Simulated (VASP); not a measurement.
# Mn3InC (Pm-3m) in VASP: single point with LDA

Aim: the single point of Mn3InC with LDA.

Program: VASP 6.6.1. These are calculated values, not measurements. Logs are shortened: lines on timing, memory, paths and dates and some standing lists are left out, and cuts for length are marked.

## (1) The cell of the first run

Symmetry: Pm-3m, No. 221, cubic system. The conventional cell has a = 3.820 Å, b = 3.820 Å, c = 3.820 Å, α = 90.00°, β = 90.00°, γ = 90.00°. Mn (site symmetry 4/mmm) has 2 C at 1.91 Å within 2.5 Å. Within 3.6 Å of In (site symmetry m-3m) lie 12 Mn at 2.70 Å and 8 C at 3.31 Å. C (site symmetry m-3m) has 6 Mn at 1.91 Å within 2.5 Å.

## (2) Single point, LDA

INCAR reads:

```
  PREC = Accurate
  ENCUT = 520
  EDIFF = 1E-7
  ISMEAR = 0
  SIGMA = 0.05
  LREAL = F
  LASPH = T
  NELM = 60
  ALGO = Normal
  ISIF = 2
  LWAVE = F
  LCHARG = F
  NBANDS = 36
```

KPOINTS reads:

```
regular mesh
0
Gamma
  10 10 10
```

POSCAR reads:

```
Mn3InC
1.0
    3.8195921314      0.0000000000      0.0000000000
    0.0000000000      3.8195921314      0.0000000000
    0.0000000000      0.0000000000      3.8195921314
Mn In C
3 1 1
Direct
    0.5000000000      0.0000000000      0.0000000000
    0.0000000000      0.0000000000      0.5000000000
    0.0000000000      0.5000000000      0.0000000000
    0.5000000000      0.5000000000      0.5000000000
    0.0000000000      0.0000000000      0.0000000000
```

Potentials or basis: VASP PAW LDA potentials, release 64 (Mn_pv, In_d, C).

Run with:

```sh
cat potpaw_LDA.64/Mn_pv/POTCAR potpaw_LDA.64/In_d/POTCAR potpaw_LDA.64/C/POTCAR > POTCAR
mpirun -np 1 vasp_std > vasp.out
```

OUTCAR:

```text
PREC = Accurate
   ENCUT = 520
   EDIFF = 1E-7
   ISMEAR = 0
   LREAL = F
   LASPH = T
   NELM = 60
   ISIF = 2

 ion  position               nearest neighbor table
   1  0.500  0.000  0.000-   5 1.91   5 1.91   4 2.70   2 2.70   2 2.70   4 2.70   3 2.70   4 2.70
                             4 2.70   2 2.70   3 2.70   3 2.70   2 2.70   3 2.70
   2  0.000  0.000  0.500-   5 1.91   5 1.91   4 2.70   1 2.70   1 2.70   3 2.70   3 2.70   3 2.70
                             4 2.70   3 2.70   1 2.70   4 2.70   1 2.70   4 2.70
   3  0.000  0.500  0.000-   5 1.91   5 1.91   4 2.70   1 2.70   2 2.70   4 2.70   1 2.70   2 2.70
                             2 2.70   2 2.70   1 2.70   4 2.70   4 2.70   1 2.70
   4  0.500  0.500  0.500-   1 2.70   2 2.70   3 2.70   1 2.70   3 2.70   1 2.70   2 2.70   1 2.70
                             2 2.70   3 2.70   3 2.70   2 2.70
   5  0.000  0.000  0.000-   1 1.91   2 1.91   3 1.91   2 1.91   3 1.91   1 1.91

  LATTYP: Found a simple cubic cell.
 ALAT       =     3.8195921314

  Lattice vectors:

 A1 = (   3.8195921314,   0.0000000000,   0.0000000000)
 A2 = (   0.0000000000,   3.8195921314,   0.0000000000)
 A3 = (   0.0000000000,   0.0000000000,   3.8195921314)

Analysis of symmetry for initial positions (statically):
=====================================================================
 Subroutine PRICEL returns:
 Original cell was already a primitive cell.

 Routine SETGRP: Setting up the symmetry group for a
 simple cubic supercell.

 Subroutine GETGRP returns: Found 48 space group operations
 (whereof 48 operations were pure point group operations)
 out of a pool of 48 trial point group operations.

The static configuration has the point symmetry O_h .

Analysis of symmetry for dynamics (positions and initial velocities):
=====================================================================
 Subroutine PRICEL returns:
 Original cell was already a primitive cell.

 Routine SETGRP: Setting up the symmetry group for a
 simple cubic supercell.

 Subroutine GETGRP returns: Found 48 space group operations
 (whereof 48 operations were pure point group operations)
 out of a pool of 48 trial point group operations.

The dynamic configuration has the point symmetry O_h .

 Subroutine INISYM returns: Found 48 space group operations
 (whereof 48 operations are pure point group operations),
 and found     1 'primitive' translations

----------------------------------------------------------------------------------------

                                     Primitive cell

  volume of cell :      55.7251

  direct lattice vectors                    reciprocal lattice vectors
     3.819592131  0.000000000  0.000000000     0.261808058  0.000000000  0.000000000
     0.000000000  3.819592131  0.000000000     0.000000000  0.261808058  0.000000000
     0.000000000  0.000000000  3.819592131     0.000000000  0.000000000  0.261808058

  length of vectors
     3.819592131  3.819592131  3.819592131     0.261808058  0.261808058  0.261808058

  position of ions in fractional coordinates (direct lattice)
     0.500000000  0.000000000  0.000000000
     0.000000000  0.000000000  0.500000000
     0.000000000  0.500000000  0.000000000
     0.500000000  0.500000000  0.500000000
     0.000000000  0.000000000  0.000000000

  ion indices of the primitive-cell ions
   primitive index   ion index
                 1           1
                 2           2
                 3           3
                 4           4
                 5           5

----------------------------------------------------------------------------------------

 KPOINTS: regular mesh

Automatic generation of k-mesh.
 Grid dimensions read from file:
 generate k-points for:   10   10   10

 Generating k-lattice:

  Cartesian coordinates                     Fractional coordinates (reciprocal lattice)
     0.026180806  0.000000000  0.000000000     0.100000000  0.000000000  0.000000000
     0.000000000  0.026180806  0.000000000     0.000000000  0.100000000  0.000000000
     0.000000000  0.000000000  0.026180806     0.000000000  0.000000000  0.100000000

  Length of vectors
     0.026180806  0.026180806  0.026180806

  Shift w.r.t. Gamma in fractional coordinates (k-lattice)
     0.000000000  0.000000000  0.000000000

 Subroutine IBZKPT returns following result:
 ===========================================

 Found     56 irreducible k-points:

 Following reciprocal coordinates:
            Coordinates               Weight
  0.000000  0.000000  0.000000      1.000000
  0.100000  0.000000  0.000000      6.000000
  0.200000  0.000000  0.000000      6.000000
  0.300000  0.000000  0.000000      6.000000
  0.400000  0.000000  0.000000      6.000000
  0.500000  0.000000  0.000000      3.000000
[... 16 lines left out ...]
  0.200000  0.100000  0.100000     24.000000
  0.300000  0.100000  0.100000     24.000000
 [... further k-points ...]
   k-points           NKPTS =     56   k-points in BZ     NKDIM =     56   number of bands    NBANDS=     36
   number of dos      NEDOS =    301   number of ions     NIONS =      5
   total plane-waves  NPLWV =  21952
   dimension x,y,z NGX =    28 NGY =   28 NGZ =   28
   dimension x,y,z NGXF=    56 NGYF=   56 NGZF=   56
   ions per type =               3   1   1
   NGX,Y,Z   is equivalent  to a cutoff of  12.19, 12.19, 12.19 a.u.
   NGXF,Y,Z  is equivalent  to a cutoff of  24.37, 24.37, 24.37 a.u.
 SYSTEM =  unknown system
   PREC   = accura    normal or accurate (medium, high low for compatibility)
   ISTART =      0    job   : 0-new  1-cont  2-samecut
   ICHARG =      2    charge: 1-file 2-atom 10-const
   ISPIN  =      1    spin polarized calculation?
   LNONCOLLINEAR =      F non collinear calculations
   LSORBIT =      F    spin-orbit coupling
   LASPH  =      T    aspherical Exc in radial PAW
   ENCUT  =  520.0 eV  38.22 Ry    6.18 a.u.   7.10  7.10  7.10*2*pi/ulx,y,z
   NELM   =     60;   NELMIN=  2; NELMDL= -5     # of ELM steps
   EDIFF  = 0.1E-06   stopping-criterion for ELM
   LREAL  =      F    real-space projection
   EDIFFG = 0.1E-05   stopping-criterion for IOM
   NSW    =      0    number of steps for IOM
   IBRION =     -1    ionic relax: 0-MD 1-quasi-New 2-CG
   NFREE  =      0    steps in history (QN), initial steepest desc. (CG)
   ISIF   =      2    stress and relaxation
   ISYM   =      2    0-nonsym 1-usesym 2-fastsym
   POTIM  = 0.5000    time-step for ionic-motion
   TEBEG  =    0.0;   TEEND  =   0.0 temperature during run
   PSTRESS=    0.0 pullay stress
   NELECT =      56.0000    total number of electrons
   NUPDOWN=      -1.0000    fix difference up-down
   EMIN   =  10.00;   EMAX   =-10.00  energy-range for DOS
   EFERMI =   0.00;   METHOD = LEGACY
   ISMEAR =     0;   SIGMA  =   0.05  broadening in eV -4-tet -1-fermi 0-gaus
   EFERMI_NEDOS =   21; number of points for ismear=-14 and -15
   IALGO  =     38    algorithm
   IMIX   =      4    mixing-type and parameters
     AMIX     =   0.40;   BMIX     =  1.00
     AMIX_MAG =   1.60;   BMIX_MAG =  1.00
  volume/ion in A,a.u.               =      11.15        75.21
  Fermi-wavevector in a.u.,A,eV,Ry     =   1.639786  3.098746 36.584682  2.688898
  Thomas-Fermi vector in A             =   2.730533
   LORBIT       =      0    0 simple, 1 ext, 2 COOP (PROOUT), +10 PAW based schemes
   GGA     = CA    functional components
   LHFCALC =     F    Hartree Fock is set to
   AEXX    =    0.0000 exact exchange contribution
   IVDW    =     0    specifies the selected vdW correction
   LEPSILON=     F    determine dielectric tensor
   LRPA    =     F    only Hartree local field effects (RPA)
 non-spin polarized calculation
 Gauss-broadening in eV      SIGMA  =   0.05
  energy-cutoff  :      520.00
  volume of cell :       55.73
 maximum number of plane-waves:      1516
   NGX = 15   NGY = 15   NGZ = 15

 number of electron      56.0000011 magnetization

 Free energy of the ion-electron system (eV)
  ---------------------------------------------------
  ext. energy  EPLUGINS =         0.00000000
  ---------------------------------------------------
  free energy    TOTEN  =       -43.43539318 eV

  energy without entropy =      -43.42074444  energy(sigma->0) =      -43.42806881

 E-fermi :  10.6825     XC(G=0): -13.6709

 val. band max:       10.6790848725   @ k =   0.1000   0.0000   0.0000
 cond. band min:      10.6859177470   @ k =   0.3000   0.3000   0.1000
 fundamental gap:      0.0068328745
 Fermi energy:        10.6824852879

 k-point     1 :       0.0000    0.0000    0.0000
  band No.  band energies     occupation
      1     -36.9766      2.00000
      2     -36.9766      2.00000
      3     -36.9766      2.00000
      4     -36.7324      2.00000
      5     -36.7324      2.00000
      6     -36.7324      2.00000
[... 28 lines left out ...]
     35      14.3898      0.00000
     36      14.3898      0.00000

 k-point     2 :       0.1000    0.0000    0.0000
  band No.  band energies     occupation
      1     -36.9737      2.00000
      2     -36.9737      2.00000
      3     -36.9715      2.00000
      4     -36.7334      2.00000
      5     -36.7334      2.00000
      6     -36.7327      2.00000
[... 28 lines left out ...]
     35      14.5624      0.00000
     36      14.5624      0.00000

 k-point     3 :       0.2000    0.0000    0.0000
  band No.  band energies     occupation
      1     -36.9659      2.00000
      2     -36.9659      2.00000
      3     -36.9571      2.00000
      4     -36.7367      2.00000
      5     -36.7367      2.00000
      6     -36.7335      2.00000
[... 28 lines left out ...]
     35      15.0048      0.00000
     36      15.0048      0.00000

 k-point     4 :       0.3000    0.0000    0.0000
  band No.  band energies     occupation
      1     -36.9554      2.00000
      2     -36.9554      2.00000
      3     -36.9359      2.00000
      4     -36.7426      2.00000
      5     -36.7426      2.00000
      6     -36.7417      2.00000
[... 28 lines left out ...]
     35      15.5510      0.00000
     36      15.5510      0.00000

 k-point     5 :       0.4000    0.0000    0.0000
  band No.  band energies     occupation
      1     -36.9461      2.00000
      2     -36.9461      2.00000
      3     -36.9141      2.00000
      4     -36.7654      2.00000
      5     -36.7490      2.00000
      6     -36.7490      2.00000
[... 655 lines left out ...]
 k-point    22 :       0.1000    0.1000    0.1000
  band No.  band energies     occupation
      1     -36.9861      2.00000
      2     -36.9562      2.00000
      3     -36.9562      2.00000
      4     -36.7406      2.00000
      5     -36.7406      2.00000
      6     -36.7248      2.00000
[... 28 lines left out ...]
     35      14.7984      0.00000
     36      14.7984      0.00000

 k-point    23 :       0.2000    0.1000    0.1000
  band No.  band energies     occupation
      1     -36.9893      2.00000
      2     -36.9486      2.00000
      3     -36.9329      2.00000
      4     -36.7513      2.00000
      5     -36.7483      2.00000
      6     -36.7309      2.00000
[... 28 lines left out ...]
     35      14.9986      0.00000
     36      15.2300      0.00000

 k-point    24 :       0.3000    0.1000    0.1000
  band No.  band energies     occupation
      1     -36.9868      2.00000
      2     -36.9382      2.00000
      3     -36.9070      2.00000
      4     -36.7680      2.00000
      5     -36.7631      2.00000
      6     -36.7336      2.00000
[... 28 lines left out ...]
     35      15.1739      0.00000
     36      15.7427      0.00000

 [... further k-points ...]
[... 5 lines left out ...]
  --------------------------------------------------------------------------------------
  -------------------------------------------------------------------------------------
  Total       -1.2799691     -1.2799691     -1.2799691      0.0000000     -0.0000000      0.0000000
  in kB      -36.8009561    -36.8009561    -36.8009561      0.0000000     -0.0000000      0.0000000
  external PRESSURE =     -36.8009561 kB  Pullay stress =       0.0000000 kB

 VOLUME and BASIS-vectors are now :
 -----------------------------------------------------------------------------
  energy-cutoff  :      520.00
  volume of cell :       55.73
      direct lattice vectors                 reciprocal lattice vectors
     3.819592131  0.000000000  0.000000000     0.261808058  0.000000000  0.000000000
     0.000000000  3.819592131  0.000000000     0.000000000  0.261808058  0.000000000
     0.000000000  0.000000000  3.819592131     0.000000000  0.000000000  0.261808058

 POSITION                                       TOTAL-FORCE (eV/Angst)
 -----------------------------------------------------------------------------------
      1.90980      0.00000      0.00000         0.000000      0.000000      0.000000
      0.00000      0.00000      1.90980         0.000000      0.000000      0.000000
      0.00000      1.90980      0.00000         0.000000      0.000000      0.000000
      1.90980      1.90980      1.90980         0.000000      0.000000      0.000000
      0.00000      0.00000      0.00000         0.000000      0.000000      0.000000
 -----------------------------------------------------------------------------------
    total drift:                                0.000000      0.000000     -0.000000

  FREE ENERGIE OF THE ION-ELECTRON SYSTEM (eV)
  ---------------------------------------------------
  free  energy   TOTEN  =       -43.4353931785 eV

  energy  without entropy=      -43.4207444428  energy(sigma->0) =      -43.42806881
```

Wall time 38 s (1 thread of Intel Xeon 6975P-C (Granite Rapids), shared host); peak memory 0.21 GiB.

What came out:

- Free energy: -43.4354 eV
- Pressure: -3.7 GPa
- Band gap on the k mesh: zero (band 28 reaches 10.76 eV, above the bottom of band 29 at 10.53 eV)

Caveat: spin-orbit coupling is left out, which moves the levels of the heavy elements.
